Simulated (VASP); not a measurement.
Input of a VASP 6.6.1 run:

INCAR

```
SYSTEM = Ta2SiOF2
PREC = Accurate ; ENCUT = 520
EDIFF = 1E-6 ; ISMEAR = 0
SIGMA = 0.1 ; LREAL = .False.
LASPH = .True. ; NELM = 100
ALGO = Normal ; ISIF = 2
LWAVE = .False. ; LCHARG = .False.
GGA = PE ; NBANDS = 32
```

KPOINTS

```
regular mesh
0
Gamma
  6 6 4
  0 0 0
```

The input POSCAR:

```
Ta2SiOF2
1.0
    4.0462119727      0.0000000000      0.0000000000
    0.0000000000      4.0462119727      0.0000000000
    0.0000000000      0.0000000000      5.9908887538
Ta Si O F
2 1 1 2
Direct
    0.5000000000      0.0000000000      1.0108031893
    0.0000000000      0.5000000000      1.0108031893
    0.0000000000      0.0000000000      0.2697857215
    0.5000000000      0.5000000000      0.8804721210
    0.0000000000      0.0000000000      0.5470187473
    0.5000000000      0.5000000000      0.2797160717
```

Potentials or basis: VASP PAW PBE potentials, release 64 (Ta_pv, Si, O, F).

Launch:

```sh
$ cat potpaw_PBE.64/Ta_pv/POTCAR potpaw_PBE.64/Si/POTCAR potpaw_PBE.64/O/POTCAR potpaw_PBE.64/F/POTCAR > POTCAR
$ mpirun -np 1 vasp_std > vasp.out
```

**Question.** Predict the pressure.

**Answer.** 0.4 GPa.

**Question.** What does it give for the largest force?

**Answer.** 0.144 eV/Å.

**Question.** Predict the band gap on the k mesh.

**Answer.** Zero (bands 23 and 24 overlap by 0.19 eV).

Forces in eV/Å, atoms in the order of the input:
```
Ta   0.000  0.000 -0.004
Ta   0.000  0.000 -0.004
Si   0.000  0.000 -0.132
O    0.000  0.000 -0.038
F    0.000  0.000  0.144
F    0.000  0.000  0.033
```

Caveat: spin-orbit coupling is left out, which moves the levels of the heavy elements.
